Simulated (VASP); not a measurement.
# NaTa3O3 (I4mm) in VASP: a series of runs

Runs on NaTa3O3. Level: PBE. Tasks: single point.

Everything below comes from runs of VASP 6.6.1. Logs are shortened: lines on timing, memory, paths and dates and some standing lists are left out, and cuts for length are marked.

**1. The cell of the first run**

It takes space group I4mm (No. 107, tetragonal). Conventional cell: a = 4.387 Å, b = 4.387 Å, c = 8.907 Å, α = 90.00°, β = 90.00°, γ = 90.00°. Na (site symmetry 4mm) has 5 O at 2.19 to 2.65 Å within 2.9 Å. Within 3.0 Å of Ta (site symmetry 4mm) lie 5 O at 2.26 to 2.31 Å and 4 Ta at 2.81 Å. Ta (site symmetry 2mm) has 4 O at 2.17 to 2.28 Å and 2 Ta at 2.81 Å within 2.9 Å. Within 2.9 Å of O (site symmetry 2mm) lie 4 Ta at 2.17 to 2.28 Å and 2 Na at 2.19 Å and 2 O at 2.82 Å. O (site symmetry 4mm) has 5 Ta at 2.23 to 2.31 Å and 1 Na at 2.65 Å and 4 O at 2.82 Å within 2.9 Å.

**2. Single point, PBE**

The input, INCAR:

```
SYSTEM = NaTa3O3
ALGO = Normal
EDIFF = 1E-6
ENCUT = 520
GGA = PE
ISIF = 2
ISMEAR = 0
LASPH = .TRUE.
LCHARG = .FALSE.
LREAL = .FALSE.
LWAVE = .FALSE.
NBANDS = 38
NELM = 60
PREC = Accurate
SIGMA = 0.2
```

The input, KPOINTS:

```
k-points
0
G
  5 5 5
  0 0 0
```

The input, POSCAR:

```
NaTa3O3
1.0
   -2.1935227032      2.1935227032      4.4535587025
    2.1935227032     -2.1935227032      4.4535587025
    2.1935227032      2.1935227032     -4.4535587025
Na Ta O
1 3 3
Direct
   -0.0145160392     -0.0145160392      0.0000000000
    0.5417481234      0.5417481234      0.0000000000
    0.2381828193      0.7381828193      0.5000000000
    0.7381828193      0.2381828193      0.5000000000
   -0.0182635385      0.4817364615      0.5000000000
    0.4817364615     -0.0182635385      0.5000000000
    0.2829293542      0.2829293542      0.0000000000
```

Potentials or basis: VASP PAW PBE potentials, release 64 (Na_pv, Ta_pv, O).

Run with:

```sh
cat potpaw_PBE.64/Na_pv/POTCAR potpaw_PBE.64/Ta_pv/POTCAR potpaw_PBE.64/O/POTCAR > POTCAR
mpirun -np 1 vasp_std > vasp.out
```

OUTCAR:

```text
SYSTEM = NaTa3O3
   EDIFF = 1E-6
   ENCUT = 520
   GGA = PE
   ISIF = 2
   ISMEAR = 0
   LASPH = .TRUE.
   LREAL = .FALSE.
   NELM = 60
   PREC = Accurate

 ion  position               nearest neighbor table
   1  0.985  0.985  0.000-   5 2.19   6 2.19   5 2.19   6 2.19   4 3.11   3 3.11   3 3.11   4 3.11
                             2 3.14   2 3.14   2 3.14   2 3.14   3 3.14   4 3.14   3 3.14   4 3.14
   2  0.542  0.542  0.000-   5 2.26   6 2.26   6 2.26   5 2.26   7 2.31   3 2.81   4 2.81   4 2.81
                             3 2.81   1 3.14   1 3.14   1 3.14   1 3.14   4 3.48   4 3.48   3 3.48
   3  0.238  0.738  0.500-   6 2.17   7 2.23   7 2.23   5 2.28   2 2.81   2 2.81   4 3.10   4 3.10
                             4 3.10   4 3.10   1 3.11   1 3.11   1 3.14   1 3.14   2 3.48   2 3.48
   4  0.738  0.238  0.500-   5 2.17   7 2.23   7 2.23   6 2.28   2 2.81   2 2.81   3 3.10   3 3.10
                             3 3.10   3 3.10   1 3.11   1 3.11   1 3.14   1 3.14   2 3.48   2 3.48
   5  0.982  0.482  0.500-   4 2.17   1 2.19   1 2.19   2 2.26   2 2.26   3 2.28
   6  0.482  0.982  0.500-   3 2.17   1 2.19   1 2.19   2 2.26   2 2.26   4 2.28
   7  0.283  0.283  0.000-   3 2.23   4 2.23   3 2.23   4 2.23   2 2.31

  LATTYP: Found a body centered tetragonal cell.
 ALAT       =     4.3870454064
 C/A-ratio  =     2.0303225930

  Lattice vectors:

 A1 = (  -2.1935227032,   2.1935227032,   4.4535587025)
 A2 = (   2.1935227032,  -2.1935227032,   4.4535587025)
 A3 = (   2.1935227032,   2.1935227032,  -4.4535587025)

Analysis of symmetry for initial positions (statically):
=====================================================================
 Subroutine PRICEL returns:
 Original cell was already a primitive cell.

 Routine SETGRP: Setting up the symmetry group for a
 body centered tetragonal supercell.

 Subroutine GETGRP returns: Found  8 space group operations
 (whereof  8 operations were pure point group operations)
 out of a pool of 16 trial point group operations.

The static configuration has the point symmetry C_4v.

Analysis of symmetry for dynamics (positions and initial velocities):
=====================================================================
 Subroutine PRICEL returns:
 Original cell was already a primitive cell.

 Routine SETGRP: Setting up the symmetry group for a
 body centered tetragonal supercell.

 Subroutine GETGRP returns: Found  8 space group operations
 (whereof  8 operations were pure point group operations)
 out of a pool of 16 trial point group operations.

The dynamic configuration has the point symmetry C_4v.

 Subroutine INISYM returns: Found  8 space group operations
 (whereof  8 operations are pure point group operations),
 and found     1 'primitive' translations

[... 108 lines left out ...]
   NELECT =      58.0000    total number of electrons
   NUPDOWN=      -1.0000    fix difference up-down
   EMIN   =  10.00;   EMAX   =-10.00  energy-range for DOS
   EFERMI =   0.00;   METHOD = LEGACY
   ISMEAR =     0;   SIGMA  =   0.20  broadening in eV -4-tet -1-fermi 0-gaus
   EFERMI_NEDOS =   21; number of points for ismear=-14 and -15
   IALGO  =     38    algorithm
   IMIX   =      4    mixing-type and parameters
     AMIX     =   0.40;   BMIX     =  1.00
     AMIX_MAG =   1.60;   BMIX_MAG =  1.00
  volume/ion in A,a.u.               =      12.24        82.63
  Fermi-wavevector in a.u.,A,eV,Ry     =   1.437255  2.716017 28.105562  2.065701
  Thomas-Fermi vector in A             =   2.556352
   LORBIT       =      0    0 simple, 1 ext, 2 COOP (PROOUT), +10 PAW based schemes
   GGA     = PE    functional components
   LHFCALC =     F    Hartree Fock is set to
   AEXX    =    0.0000 exact exchange contribution
   IVDW    =     0    specifies the selected vdW correction
   LEPSILON=     F    determine dielectric tensor
   LRPA    =     F    only Hartree local field effects (RPA)
 non-spin polarized calculation
 Gauss-broadening in eV      SIGMA  =   0.20
  energy-cutoff  :      520.00
  volume of cell :       85.71
 maximum number of plane-waves:      2344
   NGX = 21   NGY = 21   NGZ = 21

 number of electron      58.0000002 magnetization

 Free energy of the ion-electron system (eV)
  ---------------------------------------------------
  ext. energy  EPLUGINS =         0.00000000
  ---------------------------------------------------
  free energy    TOTEN  =       -61.05019679 eV

  energy without entropy =      -60.96789459  energy(sigma->0) =      -61.00904569

 E-fermi :   7.1399     XC(G=0): -12.1837

 val. band max:        7.1258856723   @ k =  -0.4000   0.4000   0.4000
 cond. band min:       7.1577079411   @ k =  -0.4000   0.2000  -0.0000
 fundamental gap:      0.0318222688
 Fermi energy:         7.1398790571

 k-point     1 :       0.0000    0.0000    0.0000
  band No.  band energies     occupation
      1     -28.8324      2.00000
      2     -28.8241      2.00000
      3     -28.8241      2.00000
      4     -28.6428      2.00000
      5     -28.6428      2.00000
      6     -28.6032      2.00000
[... 727 lines left out ...]
     37      10.1562      0.00000
     38      10.3981      0.00000

------------------------ aborting loop because EDIFF is reached ----------------------------------------

  FORCE on cell =-STRESS in cart. coord.  units (eV):
  Direction    XX          YY          ZZ          XY          YZ          ZX
  --------------------------------------------------------------------------------------
  -------------------------------------------------------------------------------------
  Total       -0.1273605     -0.1273605      0.1800540      0.0000000     -0.0000000      0.0000000
  in kB       -2.3806408     -2.3806408      3.3655959      0.0000000     -0.0000000      0.0000000
  external PRESSURE =      -0.4652286 kB  Pullay stress =       0.0000000 kB

 VOLUME and BASIS-vectors are now :
 -----------------------------------------------------------------------------
  energy-cutoff  :      520.00
  volume of cell :       85.71
      direct lattice vectors                 reciprocal lattice vectors
    -2.193522703  2.193522703  4.453558702     0.000000000  0.227943845  0.112269767
     2.193522703 -2.193522703  4.453558702     0.227943845  0.000000000  0.112269767
     2.193522703  2.193522703 -4.453558702     0.227943845  0.227943845  0.000000000

 POSITION                                       TOTAL-FORCE (eV/Angst)
 -----------------------------------------------------------------------------------
      0.00000      0.00000      8.77782         0.000000      0.000000     -0.030401
      0.00000      0.00000      4.82541        -0.000000     -0.000000     -0.040538
      2.19352      0.00000      2.12152        -0.000000      0.000000      0.024271
      0.00000      2.19352      2.12152         0.000000     -0.000000      0.024271
      0.00000      2.19352      4.29088         0.000000      0.000000      0.012218
      2.19352      0.00000      4.29088         0.000000      0.000000      0.012218
      0.00000      0.00000      2.52008         0.000000      0.000000     -0.002039
 -----------------------------------------------------------------------------------
    total drift:                               -0.000001     -0.000001     -0.000596

  FREE ENERGIE OF THE ION-ELECTRON SYSTEM (eV)
  ---------------------------------------------------
  free  energy   TOTEN  =       -61.0501967888 eV

  energy  without entropy=      -60.9678945894  energy(sigma->0) =      -61.00904569
```

stdout:

```text
POSCAR found type information on POSCAR NaTaO
 POSCAR found :  3 types and       7 ions
 scaLAPACK will be used
 LDA part: xc-table for (Slater+PW92), standard interpolation
 POSCAR, INCAR and KPOINTS ok, starting setup
 FFT: planning ... GRIDC
 FFT: planning ... GRID_SOFT
 FFT: planning ... GRID
 WAVECAR not read
 entering main loop
```

Wall time 52 s (1 thread of AMD EPYC 9R45 (Zen 5), shared host); peak memory 0.23 GiB.

What came out:

```
Free energy            : -61.0502 eV
Pressure               : 0.0 GPa
Largest force          : 0.041 eV/Å
Band gap on the k mesh : zero (bands 29 and 30 overlap by 0.93 eV)
```

Forces in eV/Å, atoms in the order of the input:
```
Na   0.000  0.000 -0.030
Ta   0.000  0.000 -0.041
Ta   0.000  0.000  0.024
Ta   0.000  0.000  0.024
O    0.000  0.000  0.012
O    0.000  0.000  0.012
O    0.000  0.000 -0.002
```

Levels at points of the mesh, in eV from the Fermi level:
```csv
k point,band 26,band 27,band 28,band 29,band 30,band 31,band 32,band 33
"(0.00, 0.00, 0.00)",-3.65,-1.79,-1.79,0.45,0.47,0.71,0.71,1.30
```

Caveat: spin-orbit coupling is left out, which moves the levels of the heavy elements.

**3. Single point, PBE, collinear spin**

The input, INCAR:

```
PREC = Accurate
ENCUT = 520
EDIFF = 1E-6
ISMEAR = 0
SIGMA = 0.1
LREAL = F
LASPH = T
NELM = 150
ALGO = Normal
ISIF = 2
LWAVE = F
LCHARG = F
ISPIN = 2
MAGMOM = 0 1 1 1 0 0 0
LORBIT = 11
LMAXMIX = 4
GGA = PE
NBANDS = 42
```

The input, KPOINTS:

```
Automatic mesh
0
Gamma
  6 6 6
```

The input, POSCAR:

```
NaTa3O3
1.0
   -2.1935227032      2.1935227032      4.4535587025
    2.1935227032     -2.1935227032      4.4535587025
    2.1935227032      2.1935227032     -4.4535587025
Na Ta O
1 3 3
Direct
    0.9854839608      0.9854839608      0.0000000000
    0.5417481234      0.5417481234      0.0000000000
    0.2381828193      0.7381828193      0.5000000000
    0.7381828193      0.2381828193      0.5000000000
    0.9817364615      0.4817364615      0.5000000000
    0.4817364615      0.9817364615      0.5000000000
    0.2829293542      0.2829293542      0.0000000000
```

Potentials or basis: VASP PAW PBE potentials, release 64 (Na_pv, Ta_pv, O).

Run with:

```sh
cat potpaw_PBE.64/Na_pv/POTCAR potpaw_PBE.64/Ta_pv/POTCAR potpaw_PBE.64/O/POTCAR > POTCAR
mpirun -np 1 vasp_std > vasp.out
```

It took 2 min on 1 thread of Intel Xeon 6975P-C (Granite Rapids), shared host; peak memory 0.37 GiB.

It converged, with:

| Item | Value |
| --- | --- |
| Free energy | -61.0062 eV |
| Pressure | 0.0 GPa |
| Largest force | 0.068 eV/Å |
| Band gap on the k mesh | zero (filled and empty bands overlap) |
| Net moment | 0.00 μB per cell |
| Valence electrons inside the program's atomic spheres | Na 6.14; Ta 8.81, 8.82 (each value once); O 5.04, 5.03 (each value once) |

Forces on the atoms (eV/Å):
```
Na   0.000  0.000 -0.038
Ta   0.000  0.000  0.068
Ta   0.000  0.000 -0.035
Ta   0.000  0.000 -0.035
O    0.000  0.000  0.023
O    0.000  0.000  0.023
O    0.000  0.000 -0.006
```

Levels at points of the mesh, in eV from the Fermi level:
Spin up:
```
           k point  band 25  band 26  band 27  band 28  band 29  band 30  band 31  band 32  band 33  band 34
(0.00, 0.00, 0.00)    -5.23    -3.61    -1.76    -1.76     0.47     0.50     0.74     0.74     1.33     2.07
(0.50, 0.00, 0.00)    -3.18    -2.31    -1.89    -1.31    -0.44    -0.44     0.50     1.32     1.70     1.86
(0.50, 0.50, 0.00)    -2.72    -2.45    -2.01    -0.79     0.01     0.75     1.26     1.61     1.90     2.12
(0.50, 0.50, 0.50)    -4.58    -3.21    -2.72    -2.72    -0.42     0.85     1.21     1.38     1.38     1.81
```
Spin down:
| k point | band 26 | band 27 | band 28 | band 29 | band 30 | band 31 | band 32 | band 33 |
| --- | --- | --- | --- | --- | --- | --- | --- | --- |
| (0.00, 0.00, 0.00) | -3.61 | -1.76 | -1.76 | 0.47 | 0.50 | 0.74 | 0.74 | 1.33 |
| (0.50, 0.00, 0.00) | -2.31 | -1.89 | -1.31 | -0.44 | -0.44 | 0.50 | 1.32 | 1.70 |
| (0.50, 0.50, 0.00) | -2.45 | -2.01 | -0.79 | 0.01 | 0.75 | 1.26 | 1.61 | 1.90 |
| (0.50, 0.50, 0.50) | -3.21 | -2.72 | -2.72 | -0.42 | 0.85 | 1.21 | 1.38 | 1.38 |

Caveat: spin-orbit coupling is left out, which moves the levels of the heavy elements.
